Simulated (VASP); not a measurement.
**MgO: single point with PBE**

MgO:

```xyz
32
Lattice="-4.2544 4.2544 4.2544 4.2544 -4.2544 4.2544 4.2544 4.2544 -4.2544" Properties=species:S:1:pos:R:3 pbc="T T T"
Mg    0.0000    0.0000    0.0000
Mg    4.2544    2.1272   -2.1272
Mg    4.2544    0.0000    0.0000
Mg    4.2544   -2.1272    2.1272
Mg    2.1272    4.2544   -2.1272
Mg    2.1272    2.1272    0.0000
Mg    2.1272    0.0000    2.1272
Mg    2.1272   -2.1272    4.2544
Mg    0.0000    4.2544    0.0000
Mg    0.0000    2.1272    2.1272
Mg    0.0000    0.0000    4.2544
Mg    4.2544    2.1272    2.1272
Mg   -2.1272    4.2544    2.1272
Mg   -2.1272    2.1272    4.2544
Mg    2.1272    4.2544    2.1272
Mg    2.1272    2.1272    4.2544
O     2.1272    2.1272   -2.1272
O     2.1272    0.0000    0.0000
O     2.1272   -2.1272    2.1272
O     6.3816    0.0000    0.0000
O     0.0000    2.1272    0.0000
O     0.0000    0.0000    2.1272
O     4.2544    2.1272    0.0000
O     4.2544    0.0000    2.1272
O    -2.1272    2.1272    2.1272
O     2.1272    4.2544    0.0000
O     2.1272    2.1272    2.1272
O     2.1272    0.0000    4.2544
O     0.0000    6.3816    0.0000
O     0.0000    4.2544    2.1272
O     0.0000    2.1272    4.2544
O     0.0000    0.0000    6.3816
```

* Program: VASP 6.6.1
* Task: single point
* Functional: PBE
* Potentials or basis: VASP PAW PBE potentials, release 64 (Mg, O)
* Cutoff: 520 eV
* k mesh: 2 × 2 × 2, shifted
* Occupations: fermi-dirac, width 0.01 eV
* Spin: no spin polarisation

```yaml
Pressure: -0.8 GPa
Band_gap_on_the_k_mesh: 5.88 eV
```

Levels at points of the mesh, in eV from the valence-band top:
```csv
k point,band 62,band 63,band 64,band 65,band 66,band 67
"(0.25, 0.25, 0.25)",-0.10,-0.10,-0.10,7.04,7.04,7.04
```

Run time: 58 s on 1 thread of Intel(R) Xeon(R) 6975P-C (Granite Rapids), on a shared host, peak memory 0.41 GiB.

Caveat: a shifted mesh leaves out Γ, where band edges can lie. A k mesh can miss the band edges.
